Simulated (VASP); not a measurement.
Here is a VASP 6.6.1 calculation.

The input INCAR:

```
SYSTEM = Zn2CdN2
PREC = Accurate
ENCUT = 520
EDIFF = 1E-6
ISMEAR = -1
SIGMA = 0.1
LREAL = .False.
LASPH = .True.
NELM = 100
ALGO = Normal
ISIF = 2
LWAVE = .False.
LCHARG = .True.
GGA = B5
ALDAX = 1.0
AGGAX = 1.0
AGGAC = 1.0
ALDAC = 0.0
LELF = .True.
LVHAR = .True.
NBANDS = 31
```

KPOINTS

```
Automatic mesh
0
Gamma
  12 12 4
  0 0 0
```

Contents of POSCAR:

```
Zn2CdN2
1.0
    3.4684690000      0.0000000000      0.0000000000
   -1.7342345000      3.0037822662      0.0000000000
    0.0000000000      0.0000000000      6.1113010000
Zn Cd N
2 1 2
Direct
    0.6666670000      0.3333330000      0.1481300000
    0.3333330000      0.6666670000      0.8518700000
    0.0000000000      0.0000000000      0.5000000000
    0.6666670000      0.3333330000      0.7660630000
    0.3333330000      0.6666670000      0.2339370000
```

Potentials or basis: VASP PAW PBE potentials, release 64 (Zn, Cd, N).

Launch:

```sh
$ cat potpaw_PBE.64/Zn/POTCAR potpaw_PBE.64/Cd/POTCAR potpaw_PBE.64/N/POTCAR > POTCAR
$ mpirun -np 1 vasp_std > vasp.out
```

Question: What does it give for the band gap on the k mesh?

Answer: Zero (band 23 reaches 3.45 eV, above the bottom of band 24 at 3.23 eV).

Question: Predict the pressure.

Answer: 5.9 GPa.

Question: Estimate the largest force.

Answer: 0.034 eV/Å.

Forces in eV/Å, atoms in the order of the input:
```
Zn   0.000  0.000  0.034
Zn   0.000  0.000 -0.034
Cd   0.000  0.000  0.000
N    0.000  0.000 -0.017
N    0.000  0.000  0.017
```

Caveat: the PAW data sets were made with another functional, which shifts forces and pressure a little.
